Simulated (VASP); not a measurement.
# AlP (F-43m) in VASP: relaxation of cell and atoms with HSE06

Aim: the relaxation of cell and atoms of AlP with HSE06.

Everything below comes from runs of VASP 6.6.1. Logs are shortened: lines on timing, memory, paths and dates and some standing lists are left out, and cuts for length are marked.

## (1) The cell of the first run

The structure is cubic, space group F-43m (No. 216). The conventional cell has a = 5.479 Å, b = 5.479 Å, c = 5.479 Å, α = 90.00°, β = 90.00°, γ = 90.00°. Within 3.1 Å of Al (site symmetry -43m) lie 4 P at 2.37 Å. P (site symmetry -43m) has 4 Al at 2.37 Å within 3.1 Å.

## (2) Relaxation of cell and atoms, HSE06

The input, POSCAR:

```
AlP
1.0
    0.0000000000      2.7392583516      2.7392583516
    2.7392583516      0.0000000000      2.7392583516
    2.7392583516      2.7392583516      0.0000000000
Al P
1 1
Direct
    0.0000000000      0.0000000000      0.0000000000
    0.7500000000      0.7500000000      0.7500000000
```

The input, INCAR.step1:

```
SYSTEM = AlP
PREC = Accurate ; ENCUT = 500
EDIFF = 1E-5 ; ISMEAR = -1
SIGMA = 0.02 ; LREAL = .False.
LASPH = .True. ; NELM = 120
ALGO = Normal ; LWAVE = .True.
LCHARG = .False. ; GGA = PE
NBANDS = 11 ; GGA_COMPAT = .False.
IBRION = 2 ; ISIF = 3
EDIFFG = -0.005 ; NELMIN = 4
NSW = 100
```

The input, INCAR.step2:

```
SYSTEM = AlP
PREC = Accurate ; ENCUT = 500
EDIFF = 1E-7 ; ISMEAR = -1
SIGMA = 0.02 ; LREAL = .False.
LASPH = .True. ; NELM = 120
ALGO = Normal ; ISIF = 3
LWAVE = .False. ; LCHARG = .False.
GGA = PE ; LHFCALC = .True.
HFSCREEN = 0.2079 ; PRECFOCK = Normal
IBRION = 2 ; NSW = 80
EDIFFG = -0.005 ; ISTART = 1
GGA_COMPAT = .False. ; NELMIN = 4
```

The input, KPOINTS:

```
regular mesh
0
Gamma
  6 6 6
  0 0 0
```

Potentials or basis: VASP PAW PBE potentials, release 64 (Al, P).

The run is started by

```bash
$ cat potpaw_PBE.64/Al/POTCAR potpaw_PBE.64/P/POTCAR > POTCAR
$ cp INCAR.step1 INCAR
$ mpirun -np 1 vasp_std > vasp.out
$ cp INCAR.step2 INCAR
$ mpirun -np 1 vasp_std > vasp.out
```

OUTCAR:

```text
SYSTEM = AlP
   PREC = Accurate
   ENCUT = 500
   EDIFF = 1E-7
   ISMEAR = -1
   LREAL = .False.
   LASPH = .True.
   NELM = 120
   ISIF = 3
   GGA = PE
   LHFCALC = .True.
   HFSCREEN = 0.2079
   PRECFOCK = Normal
   IBRION = 2
   NSW = 80
   EDIFFG = -0.005
   ISTART = 1
   NELMIN = 4

 ion  position               nearest neighbor table
   1  0.000  0.000  0.000-   2 2.37   2 2.37   2 2.37   2 2.37
   2  0.750  0.750  0.750-   1 2.37   1 2.37   1 2.37   1 2.37

  LATTYP: Found a face centered cubic cell.
 ALAT       =     5.4785167032

  Lattice vectors:

 A1 = (   0.0000000000,   2.7392583516,   2.7392583516)
 A2 = (   2.7392583516,   0.0000000000,   2.7392583516)
 A3 = (   2.7392583516,   2.7392583516,   0.0000000000)

Analysis of symmetry for initial positions (statically):
=====================================================================
 Subroutine PRICEL returns:
 Original cell was already a primitive cell.

 Routine SETGRP: Setting up the symmetry group for a
 face centered cubic supercell.

 Subroutine GETGRP returns: Found 24 space group operations
 (whereof 24 operations were pure point group operations)
 out of a pool of 48 trial point group operations.

The static configuration has the point symmetry T_d .

Analysis of symmetry for dynamics (positions and initial velocities):
=====================================================================
 Subroutine PRICEL returns:
 Original cell was already a primitive cell.

 Routine SETGRP: Setting up the symmetry group for a
 face centered cubic supercell.

 Subroutine GETGRP returns: Found 24 space group operations
 (whereof 24 operations were pure point group operations)
 out of a pool of 48 trial point group operations.

The dynamic configuration has the point symmetry T_d .

 Subroutine INISYM returns: Found 24 space group operations
 (whereof 24 operations are pure point group operations),
 and found     1 'primitive' translations

----------------------------------------------------------------------------------------

                                     Primitive cell

  volume of cell :      41.1082

  direct lattice vectors                    reciprocal lattice vectors
     0.000000000  2.739258352  2.739258352    -0.182531158  0.182531158  0.182531158
     2.739258352  0.000000000  2.739258352     0.182531158 -0.182531158  0.182531158
     2.739258352  2.739258352  0.000000000     0.182531158  0.182531158 -0.182531158

[... 72 lines left out ...]
   ENCUT  =  500.0 eV  36.75 Ry    6.06 a.u.   7.06  7.06  7.06*2*pi/ulx,y,z
   NELM   =    120;   NELMIN=  4; NELMDL=  0     # of ELM steps
   EDIFF  = 0.1E-06   stopping-criterion for ELM
   LREAL  =      F    real-space projection
   EDIFFG = -.5E-02   stopping-criterion for IOM
   NSW    =     80    number of steps for IOM
   IBRION =      2    ionic relax: 0-MD 1-quasi-New 2-CG
   NFREE  =      1    steps in history (QN), initial steepest desc. (CG)
   ISIF   =      3    stress and relaxation
   ISYM   =      3    0-nonsym 1-usesym 2-fastsym
   POTIM  = 0.5000    time-step for ionic-motion
   TEBEG  =    0.0;   TEEND  =   0.0 temperature during run
   PSTRESS=    0.0 pullay stress
   NELECT =       8.0000    total number of electrons
   NUPDOWN=      -1.0000    fix difference up-down
   EMIN   =  10.00;   EMAX   =-10.00  energy-range for DOS
   EFERMI =   0.00;   METHOD = LEGACY
   ISMEAR =    -1;   SIGMA  =   0.02  broadening in eV -4-tet -1-fermi 0-gaus
   EFERMI_NEDOS =   21; number of points for ismear=-14 and -15
   IALGO  =     38    algorithm
   IMIX   =      1    mixing-type and parameters
     AMIX     =   0.40;   BMIX     =  1.00
     AMIX_MAG =   1.60;   BMIX_MAG =  1.00
  volume/ion in A,a.u.               =      20.55       138.71
  Fermi-wavevector in a.u.,A,eV,Ry     =   0.948699  1.792781 12.245652  0.900030
  Thomas-Fermi vector in A             =   2.076912
   LORBIT       =      0    0 simple, 1 ext, 2 COOP (PROOUT), +10 PAW based schemes
   GGA     = PE    functional components
   LHFCALC =     T    Hartree Fock is set to
   PRECFOCK=normal    Normal, Fast or Accurate (Low or Medium for compatibility)
   ENCUT4O =  -1.0   cutoff for four orbital integrals eV
   NKREDX  =     1    reduce k-point grid by
   NKREDY  =     1    reduce k-point grid by
   NKREDZ  =     1    reduce k-point grid by
   AEXX    =    0.2500 exact exchange contribution
   HFSCREEN=    0.2079 screening length (either q_TF or 0.3 A-1)
   HFSCREENC=   0.2079 screening length for correlation (either q_TF or 0.3 A-1)
   ENCUTFOCK=  -1.0 apply spherical cutoff to Coloumb kernel
   IVDW    =     0    specifies the selected vdW correction
   LEPSILON=     F    determine dielectric tensor
   LRPA    =     F    only Hartree local field effects (RPA)
 conjugate gradient relaxation of ions
 non-spin polarized calculation
  energy-cutoff  :      500.00
  volume of cell :       41.11
 maximum number of plane-waves:      1056
  NGX = 24; NGY = 24; NGZ = 24

--------------------------------------- Ionic step        1  -------------------------------------------

 number of electron       8.0000001 magnetization

 Free energy of the ion-electron system (eV)
  ---------------------------------------------------
  ext. energy  EPLUGINS =         0.00000000
  ---------------------------------------------------
  free energy    TOTEN  =       -11.99890962 eV

  energy without entropy =      -11.99890962  energy(sigma->0) =      -11.99890962

------------------------ aborting loop because EDIFF is reached ----------------------------------------

  FORCE on cell =-STRESS in cart. coord.  units (eV):
  Direction    XX          YY          ZZ          XY          YZ          ZX
  --------------------------------------------------------------------------------------
  -------------------------------------------------------------------------------------
  Total       -0.0916632     -0.0916632     -0.0916632      0.0000000      0.0000000      0.0000000
  in kB       -3.5725365     -3.5725365     -3.5725365      0.0000000      0.0000000      0.0000000
  external PRESSURE =      -3.5725365 kB  Pullay stress =       0.0000000 kB
[... 59 lines left out ...]
--------------------------------------- Ionic step        3  -------------------------------------------

 number of electron       8.0000000 magnetization

 Free energy of the ion-electron system (eV)
  ---------------------------------------------------
  ext. energy  EPLUGINS =         0.00000000
  ---------------------------------------------------
  free energy    TOTEN  =       -11.99909211 eV

  energy without entropy =      -11.99909211  energy(sigma->0) =      -11.99909211

 E-fermi :   4.4463     XC(G=0):  -7.6643

 val. band max:        4.0485693675   @ k =   0.0000   0.0000   0.0000
 cond. band min:       6.3284942364   @ k =   0.5000   0.5000   0.0000
 fundamental gap:      2.2799248689
 Fermi energy:         4.4463184908

 k-point     1 :       0.0000    0.0000    0.0000
  band No.  band energies     occupation
      1      -8.6865      2.00000
      2       4.0486      2.00000
      3       4.0486      2.00000
      4       4.0486      2.00000
      5       8.2177      0.00000
      6       9.5297      0.00000
      7       9.5297      0.00000
      8       9.5297      0.00000
[... 192 lines left out ...]
  FREE ENERGIE OF THE ION-ELECTRON SYSTEM (eV)
  ---------------------------------------------------
  free  energy   TOTEN  =       -11.9990921116 eV

  energy  without entropy=      -11.9990921116  energy(sigma->0) =      -11.99909211

 reached required accuracy - stopping structural energy minimisation
```

OUTCAR.step1:

```text
SYSTEM = AlP
   PREC = Accurate
   ENCUT = 500
   EDIFF = 1E-5
   ISMEAR = -1
   LREAL = .False.
   LASPH = .True.
   NELM = 120
   GGA = PE
   IBRION = 2
   ISIF = 3
   EDIFFG = -0.005
   NELMIN = 4
[... 270 lines left out ...]
  band No.  band energies     occupation
      1      -7.0054      2.00000
      2       4.3574      2.00000
      3       4.3574      2.00000
      4       4.3574      2.00000
      5       7.4480      0.00000
      6       8.8805      0.00000
      7       8.8805      0.00000
      8       8.8805      0.00000
      9      13.1603      0.00000
     10      13.1603      0.00000
     11      14.4719      0.00000
[... 237 lines left out ...]
  FREE ENERGIE OF THE ION-ELECTRON SYSTEM (eV)
  ---------------------------------------------------
  free  energy   TOTEN  =       -10.3692589419 eV

  energy  without entropy=      -10.3692589419  energy(sigma->0) =      -10.36925894

 reached required accuracy - stopping structural energy minimisation
```

Run time: 41 min. Hardware: 1 thread of Intel Xeon 8259CL, shared host; peak memory 0.27 GiB.

What came out:

```
Free energy                           : -11.9991 eV
Relaxed volume                        : 20.47 Å³/atom
Relaxed cell                          : a = 3.869 Å, b = 3.869 Å, c = 3.869 Å, α = 60.00°, β = 60.00°, γ = 60.00°
Space group after relaxing (to 0.1 Å) : F-43m (No. 216)
Energy gained by relaxing             : 0.1 meV/atom
Ionic steps                           : 3
Pressure after relaxing               : 0.0 GPa
Band gap on the k mesh                : 2.28 eV (least direct gap 4.17 eV)
```

Step by step:
| step | energy change (eV) | largest force (eV/Å) | pressure (GPa) | volume (Å³) |
| --- | --- | --- | --- | --- |
| 1 | 0.0000 | 0.0000 | -0.36 | 41.11 |
| 2 | -0.0001 | 0.0000 | 0.24 | 40.84 |
| 3 | -0.0002 | 0.0000 | 0.00 | 40.95 |

Final structure:
```
Al P
1.0
     0.00000    2.73565    2.73565
     2.73565    0.00000    2.73565
     2.73565    2.73565    0.00000
Al P
1 1
Cartesian
  0.0000 0.0000 0.0000
  4.1035 4.1035 4.1035
```

Caveat: the PAW data sets were made with another functional, which shifts forces and pressure a little.
